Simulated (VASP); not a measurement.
# Ir (P6_3/mmc) in VASP: a series of runs, part 2 of 2

VASP 6.6.1. Earlier steps stand in the parts before.

## Step 4: Single point, LDA

This run uses another cell than the first one, of 12.79 Å³/atom, 1.005 times its volume.

Contents of INCAR:

```
ALGO = Normal
EDIFF = 1E-6
ENCUT = 500
GGA = CA
GGA_COMPAT = False
ISIF = 2
ISMEAR = 0
LASPH = True
LCHARG = False
LREAL = False
LWAVE = False
NBANDS = 16
NELM = 120
PREC = Accurate
SIGMA = 0.15
```

Contents of KPOINTS:

```
k-points
0
Gamma
  18 18 10
```

Contents of POSCAR:

```
Ir
1.0
    2.7052686553      0.0000000000      0.0000000000
   -1.3526343277      2.3428313795      0.0000000000
    0.0000000000      0.0000000000      4.0353000000
Ir
2
Direct
    0.6666666667      0.3333333333      0.7500000000
    0.3333333333      0.6666666667      0.2500000000
```

Potentials or basis: VASP PAW LDA potentials, release 64 (Ir).

The run is started by

```sh
cat potpaw_LDA.64/Ir/POTCAR > POTCAR
mpirun -np 1 vasp_std > vasp.out
```

OUTCAR:

```text
EDIFF = 1E-6
   ENCUT = 500
   GGA = CA
   ISIF = 2
   ISMEAR = 0
   LASPH = True
   LREAL = False
   NELM = 120
   PREC = Accurate

 ion  position               nearest neighbor table
   1  0.667  0.333  0.750-   2 2.55   2 2.55   2 2.55   2 2.55   2 2.55   2 2.55
   2  0.333  0.667  0.250-   1 2.55   1 2.55   1 2.55   1 2.55   1 2.55   1 2.55

  LATTYP: Found a hexagonal cell.
 ALAT       =     2.7052686553
 C/A-ratio  =     1.4916448287

  Lattice vectors:

 A1 = (   2.7052686553,   0.0000000000,   0.0000000000)
 A2 = (  -1.3526343277,   2.3428313795,   0.0000000000)
 A3 = (   0.0000000000,   0.0000000000,   4.0353000000)

Analysis of symmetry for initial positions (statically):
=====================================================================
 Subroutine PRICEL returns:
 Original cell was already a primitive cell.

 Routine SETGRP: Setting up the symmetry group for a
 hexagonal supercell.

 Subroutine GETGRP returns: Found 24 space group operations
[... 159 lines left out ...]

 Free energy of the ion-electron system (eV)
  ---------------------------------------------------
  ext. energy  EPLUGINS =         0.00000000
  ---------------------------------------------------
  free energy    TOTEN  =       -19.97782134 eV

  energy without entropy =      -19.94742916  energy(sigma->0) =      -19.96262525

 E-fermi :  12.4145     XC(G=0): -14.7187

 val. band max:       12.4142216965   @ k =   0.2778   0.2778   0.2000
 cond. band min:      12.4153398513   @ k =   0.3333   0.2778   0.2000
 fundamental gap:      0.0011181548
 Fermi energy:        12.4145151566

 k-point     1 :       0.0000    0.0000    0.0000
  band No.  band energies     occupation
      1      -0.0309      2.00000
      2       3.0271      2.00000
      3       7.6908      2.00000
      4       7.6908      2.00000
      5       8.6684      2.00000
      6       8.7008      2.00000
[... 433 lines left out ...]
      3       4.3694      2.00000
      4       6.8296      2.00000
      5       7.3653      2.00000
      6       8.6168      2.00000
[... 8 lines left out ...]
     15      24.9028      0.00000
     16      26.8386      0.00000

 [... further k-points ...]
[... 5 lines left out ...]
  --------------------------------------------------------------------------------------
  -------------------------------------------------------------------------------------
  Total        5.6174961      5.6174961     12.6681167     -0.0000000      0.0000000      0.0000000
  in kB      351.9055396    351.9055396    793.5885189     -0.0000000      0.0000000      0.0000000
  external PRESSURE =     499.1331994 kB  Pullay stress =       0.0000000 kB

 VOLUME and BASIS-vectors are now :
 -----------------------------------------------------------------------------
  energy-cutoff  :      500.00
  volume of cell :       25.58
      direct lattice vectors                 reciprocal lattice vectors
     2.705268655  0.000000000  0.000000000     0.369649054  0.213416981  0.000000000
    -1.352634328  2.342831380  0.000000000     0.000000000  0.426833962  0.000000000
     0.000000000  0.000000000  4.035300000     0.000000000  0.000000000  0.247813050

 POSITION                                       TOTAL-FORCE (eV/Angst)
 -----------------------------------------------------------------------------------
      1.35263      0.78094      3.02648        -0.000000      0.000000      0.000000
     -0.00000      1.56189      1.00883         0.000000     -0.000000      0.000000
 -----------------------------------------------------------------------------------
    total drift:                                0.000000     -0.000000     -0.000000

  FREE ENERGIE OF THE ION-ELECTRON SYSTEM (eV)
  ---------------------------------------------------
  free  energy   TOTEN  =       -19.9778213364 eV

  energy  without entropy=      -19.9474291590  energy(sigma->0) =      -19.96262525
```

It took 28 s on 1 thread of Intel Xeon 6975P-C (Granite Rapids), shared host; peak memory 0.18 GiB.

Results:

* Free energy: -19.9778 eV
* Pressure: 49.9 GPa
* Band gap on the k mesh: zero (band 9 reaches 13.31 eV, above the bottom of band 10 at 9.74 eV)

Stress tensor (GPa, compression positive):
```
35.19  0.00  0.00
 0.00 35.19  0.00
 0.00  0.00 79.36
```

Levels at points of the mesh, in eV from the Fermi level:
```csv
k point,band 7,band 8,band 9,band 10,band 11,band 12
"(0.00, 0.00, 0.00)",-3.71,-3.69,-3.69,-0.08,0.19,0.19
"(0.50, 0.00, 0.00)",-2.95,0.13,0.90,1.59,3.03,4.48
"(0.00, 0.00, 0.50)",-4.77,-4.77,-0.51,-0.51,-0.51,-0.51
"(0.50, 0.00, 0.50)",-1.31,-1.31,0.61,0.61,2.08,2.08
```

Caveat: spin-orbit coupling is left out, which moves the levels of the heavy elements.

## Step 5: Single point, LDA

This run uses another cell than the first one, of 13.04 Å³/atom, 1.024 times its volume.

Contents of INCAR:

```
SYSTEM = Ir
PREC     = Accurate       ! precision mode
ENCUT    = 500            ! plane-wave cutoff, eV
EDIFF    = 1E-6           ! SCF threshold, eV
ISMEAR   = 0              ! smearing method
SIGMA    = 0.15           ! smearing width, eV
LREAL    = .False.        ! projectors in reciprocal space
LASPH    = .True.         ! aspherical terms in the spheres
NELM     = 120            ! most SCF steps
ALGO     = Normal         ! electronic algorithm
ISIF     = 2              ! what is computed and relaxed
LWAVE    = .False.        ! write WAVECAR
LCHARG   = .False.        ! write CHGCAR
GGA      = CA             ! functional
NBANDS   = 16             ! bands
GGA_COMPAT= .False.
```

Contents of KPOINTS:

```
regular mesh
0
Gamma
  18 18 10
  0 0 0
```

Contents of POSCAR:

```
Ir
1.0
    2.6421000000      0.0000000000      0.0000000000
   -1.3210500000      2.2881257193      0.0000000000
    0.0000000000      0.0000000000      4.3131000000
Ir
2
Direct
    0.6666666667      0.3333333333      0.7500000000
    0.3333333333      0.6666666667      0.2500000000
```

Potentials or basis: VASP PAW LDA potentials, release 64 (Ir).

The run is started by

```sh
cat potpaw_LDA.64/Ir/POTCAR > POTCAR
mpirun -np 1 vasp_std > vasp.out
```

OUTCAR:

```text
SYSTEM = Ir
   PREC = Accurate
   ENCUT = 500
   EDIFF = 1E-6
   ISMEAR = 0
   LREAL = .False.
   LASPH = .True.
   NELM = 120
   ISIF = 2
   GGA = CA

 ion  position               nearest neighbor table
   1  0.667  0.333  0.750-   2 2.64   2 2.64   2 2.64   2 2.64   2 2.64   2 2.64
   2  0.333  0.667  0.250-   1 2.64   1 2.64   1 2.64   1 2.64   1 2.64   1 2.64

  LATTYP: Found a hexagonal cell.
 ALAT       =     2.6421000000
 C/A-ratio  =     1.6324514591

  Lattice vectors:

 A1 = (   2.6421000000,   0.0000000000,   0.0000000000)
 A2 = (  -1.3210500000,   2.2881257193,   0.0000000000)
 A3 = (   0.0000000000,   0.0000000000,   4.3131000000)

Analysis of symmetry for initial positions (statically):
=====================================================================
 Subroutine PRICEL returns:
 Original cell was already a primitive cell.

 Routine SETGRP: Setting up the symmetry group for a
 hexagonal supercell.

 Subroutine GETGRP returns: Found 24 space group operations
 (whereof 12 operations were pure point group operations)
 out of a pool of 24 trial point group operations.

The static configuration has the point symmetry D_3d.
 The point group associated with its full space group is D_6h.

Analysis of symmetry for dynamics (positions and initial velocities):
=====================================================================
 Subroutine PRICEL returns:
 Original cell was already a primitive cell.

 Routine SETGRP: Setting up the symmetry group for a
 hexagonal supercell.

 Subroutine GETGRP returns: Found 24 space group operations
 (whereof 12 operations were pure point group operations)
 out of a pool of 24 trial point group operations.

The dynamic configuration has the point symmetry D_3d.
 The point group associated with its full space group is D_6h.

 Subroutine INISYM returns: Found 24 space group operations
 (whereof 12 operations are pure point group operations),
 and found     1 'primitive' translations

----------------------------------------------------------------------------------------

[... 108 lines left out ...]
   EFERMI_NEDOS =   21; number of points for ismear=-14 and -15
   IALGO  =     38    algorithm
   IMIX   =      4    mixing-type and parameters
     AMIX     =   0.40;   BMIX     =  1.00
     AMIX_MAG =   1.60;   BMIX_MAG =  1.00
  volume/ion in A,a.u.               =      13.04        87.98
  Fermi-wavevector in a.u.,A,eV,Ry     =   1.446859  2.734166 28.482436  2.093400
  Thomas-Fermi vector in A             =   2.564879
   LORBIT       =      0    0 simple, 1 ext, 2 COOP (PROOUT), +10 PAW based schemes
   GGA     = CA    functional components
   LHFCALC =     F    Hartree Fock is set to
   AEXX    =    0.0000 exact exchange contribution
   IVDW    =     0    specifies the selected vdW correction
   LEPSILON=     F    determine dielectric tensor
   LRPA    =     F    only Hartree local field effects (RPA)
 non-spin polarized calculation
 Gauss-broadening in eV      SIGMA  =   0.15
  energy-cutoff  :      500.00
  volume of cell :       26.07
 maximum number of plane-waves:       678
 NGX is ok and might be reduce to    20
   NGX =  9   NGY =  9   NGZ = 15

 number of electron      17.9999999 magnetization

 Free energy of the ion-electron system (eV)
  ---------------------------------------------------
  ext. energy  EPLUGINS =         0.00000000
  ---------------------------------------------------
  free energy    TOTEN  =       -20.32135507 eV

  energy without entropy =      -20.30057950  energy(sigma->0) =      -20.31096729

 E-fermi :  11.9542     XC(G=0): -14.6141

 val. band max:       11.9523500147   @ k =   0.0556   0.0000   0.4000
 cond. band min:      11.9627833691   @ k =   0.3889   0.1667   0.1000
 fundamental gap:      0.0104333543
 Fermi energy:        11.9542214783

 k-point     1 :       0.0000    0.0000    0.0000
  band No.  band energies     occupation
      1      -0.1932      2.00000
      2       2.7951      2.00000
      3       7.3587      2.00000
      4       7.5459      2.00000
      5       7.5459      2.00000
      6       8.2898      2.00000
[... 433 lines left out ...]
      3       4.2245      2.00000
      4       7.1381      2.00000
      5       7.4565      2.00000
      6       7.8588      2.00000
[... 8 lines left out ...]
     15      23.2855      0.00000
     16      26.2846      0.00000

 [... further k-points ...]
[... 5 lines left out ...]
  --------------------------------------------------------------------------------------
  -------------------------------------------------------------------------------------
  Total        5.6405956      5.6405956      5.1516597     -0.0000000      0.0000000     -0.0000000
  in kB      346.5906825    346.5906825    316.5476455     -0.0000000      0.0000000     -0.0000000
  external PRESSURE =     336.5763369 kB  Pullay stress =       0.0000000 kB

 VOLUME and BASIS-vectors are now :
 -----------------------------------------------------------------------------
  energy-cutoff  :      500.00
  volume of cell :       26.07
      direct lattice vectors                 reciprocal lattice vectors
     2.642100000  0.000000000  0.000000000     0.378486810  0.218519461  0.000000000
    -1.321050000  2.288125719  0.000000000     0.000000000  0.437038923  0.000000000
     0.000000000  0.000000000  4.313100000     0.000000000  0.000000000  0.231851800

 POSITION                                       TOTAL-FORCE (eV/Angst)
 -----------------------------------------------------------------------------------
      1.32105      0.76271      3.23483        -0.000000      0.000000      0.000000
     -0.00000      1.52542      1.07828         0.000000     -0.000000      0.000000
 -----------------------------------------------------------------------------------
    total drift:                               -0.000000      0.000000     -0.000000

  FREE ENERGIE OF THE ION-ELECTRON SYSTEM (eV)
  ---------------------------------------------------
  free  energy   TOTEN  =       -20.3213550730 eV

  energy  without entropy=      -20.3005795033  energy(sigma->0) =      -20.31096729
```

It took 29 s on 1 thread of Intel Xeon 6975P-C (Granite Rapids), shared host; peak memory 0.18 GiB.

Results:

```
Free energy            : -20.3214 eV
Pressure               : 33.7 GPa
Band gap on the k mesh : zero (band 9 reaches 13.13 eV, above the bottom of band 10 at 9.24 eV)
```

Stress tensor (GPa, compression positive):
```
34.66  0.00  0.00
 0.00 34.66  0.00
 0.00  0.00 31.65
```

Levels at points of the mesh, in eV from the Fermi level:
```
           k point  band 7  band 8  band 9  band 10  band 11  band 12
(0.00, 0.00, 0.00)   -3.66   -2.66   -2.66    -1.06     0.31     0.31
(0.50, 0.00, 0.00)   -3.44    0.90    1.12     1.37     3.35     4.93
(0.00, 0.00, 0.50)   -4.52   -4.52   -0.53    -0.53    -0.53    -0.53
(0.50, 0.00, 0.50)   -1.13   -1.13    1.17     1.17     2.22     2.22
```

Caveat: spin-orbit coupling is left out, which moves the levels of the heavy elements.

## Step 6: Single point, LDA

This run uses another cell than the first one, of 13.05 Å³/atom, 1.025 times its volume.

Contents of INCAR:

```
PREC = Accurate
ENCUT = 500
EDIFF = 1E-6
ISMEAR = 0
SIGMA = 0.15
LREAL = False
LASPH = True
NELM = 120
ALGO = Normal
ISIF = 2
LWAVE = False
LCHARG = False
NBANDS = 16
GGA_COMPAT = False
```

Contents of KPOINTS:

```
Automatic mesh
0
Gamma
  18 18 10
```

Contents of POSCAR:

```
Ir
1.0
    2.5790000000      0.0000000000      0.0000000000
   -1.2895000000      2.2334795163      0.0000000000
    0.0000000000      0.0000000000      4.5325000000
Ir
2
Direct
    0.6666666667      0.3333333333      0.7500000000
    0.3333333333      0.6666666667      0.2500000000
```

Potentials or basis: VASP PAW LDA potentials, release 64 (Ir).

The run is started by

```sh
cat potpaw_LDA.64/Ir/POTCAR > POTCAR
mpirun -np 1 vasp_std > vasp.out
```

Wall time 34 s (1 thread of Intel Xeon 6975P-C (Granite Rapids), shared host); peak memory 0.19 GiB.

The run converged. Its results:

* Free energy: -20.1430 eV
* Pressure: 36.2 GPa
* Band gap on the k mesh: zero (band 9 reaches 13.56 eV, above the bottom of band 10 at 9.32 eV)

Stress tensor (GPa, compression positive):
```
50.85  0.00  0.00
 0.00 50.85  0.00
 0.00  0.00  6.90
```

Levels at points of the mesh, in eV from the Fermi level:
```tsv
k point	band 6	band 7	band 8	band 9	band 10	band 11	band 12	band 13
(0.00, 0.00, 0.00)	-3.70	-3.70	-1.81	-1.81	-1.68	0.53	0.53	6.84
(0.50, 0.00, 0.00)	-3.70	-3.34	0.89	1.59	1.90	3.60	5.25	9.12
(0.00, 0.00, 0.50)	-4.23	-4.23	-4.23	-0.30	-0.30	-0.30	-0.30	13.26
(0.50, 0.00, 0.50)	-1.94	-0.96	-0.96	1.76	1.76	2.28	2.28	9.03
```

Caveat: spin-orbit coupling is left out, which moves the levels of the heavy elements.

## Step 7: The runs side by side

```csv
cell,gap on the mesh (eV),pressure (GPa)
"a = 2.624, b = 2.624, c = 4.269 Å, angles 90.0, 90.0, 120.0°, 2 atoms",none,47.9
"a = 2.579, b = 2.579, c = 4.459 Å, angles 90.0, 90.0, 120.0°, 2 atoms",none,44.4
"a = 2.705, b = 2.705, c = 4.035 Å, angles 90.0, 90.0, 120.0°, 2 atoms",none,49.9
"a = 2.642, b = 2.642, c = 4.313 Å, angles 90.0, 90.0, 120.0°, 2 atoms",none,33.7
"a = 2.579, b = 2.579, c = 4.532 Å, angles 90.0, 90.0, 120.0°, 2 atoms",none,36.2
```

Alike in all rows: task single point; level LDA; potentials or basis VASP PAW LDA potentials, release 64 (Ir); no spin polarisation; k mesh 18 × 18 × 10; cutoff (eV) 500; smearing gaussian 0.15 eV.

Caveats: spin-orbit coupling is left out, which moves the levels of the heavy elements.

Total energies depend on the potentials used, so only differences within one code and one set of settings carry meaning.
